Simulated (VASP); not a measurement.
A run of VASP 6.6.1 is set up as follows.

The input POSCAR:

```
Sn
1.0
   -2.9926351000      2.9926351000      1.5938000000
    2.9926351000     -2.9926351000      1.5938000000
    2.8466529000      2.8466529000     -1.5938000000
Sn
2
Direct
    0.0000000000      0.0000000000      0.0000000000
    0.7500000000      0.2500000000      0.5000000000
```

The input INCAR.step1:

```
SYSTEM = Sn
ALGO = Normal
EDIFF = 1E-4
ENCUT = 520
GGA = PE
ISMEAR = -1
LASPH = .TRUE.
LCHARG = .FALSE.
LREAL = .FALSE.
LWAVE = .TRUE.
NBANDS = 21
NELM = 80
PREC = Accurate
SIGMA = 0.1
```

The input INCAR.step2:

```
SYSTEM = Sn
ALGO = Normal
EDIFF = 1E-6
ENCUT = 520
ISIF = 2
ISMEAR = -1
ISTART = 1
LASPH = .TRUE.
LCHARG = .FALSE.
LMIXTAU = .TRUE.
LREAL = .FALSE.
LWAVE = .FALSE.
METAGGA = R2SCAN
NBANDS = 21
NELM = 80
PREC = Accurate
SIGMA = 0.1
```

File KPOINTS:

```
k-points
0
G
  12 12 12
  0 0 0
```

Potentials or basis: VASP PAW PBE potentials, release 64 (Sn_d).

Command:

```sh
$ cat potpaw_PBE.64/Sn_d/POTCAR > POTCAR
$ cp INCAR.step1 INCAR
$ mpirun -np 1 vasp_std > vasp.out
$ cp INCAR.step2 INCAR
$ mpirun -np 1 vasp_std > vasp.out
```

Estimate the pressure.

0.9 GPa.

What does it give for the band gap on the k mesh?

Zero (bands 14 and 15 overlap by 4.58 eV).

Stress tensor (GPa, compression positive):
```
1.00 1.59 0.00
1.59 1.00 0.00
0.00 0.00 0.68
```

Caveat: the PAW data sets were made with another functional, which shifts forces and pressure a little; spin-orbit coupling is left out, which moves the levels of the heavy elements.
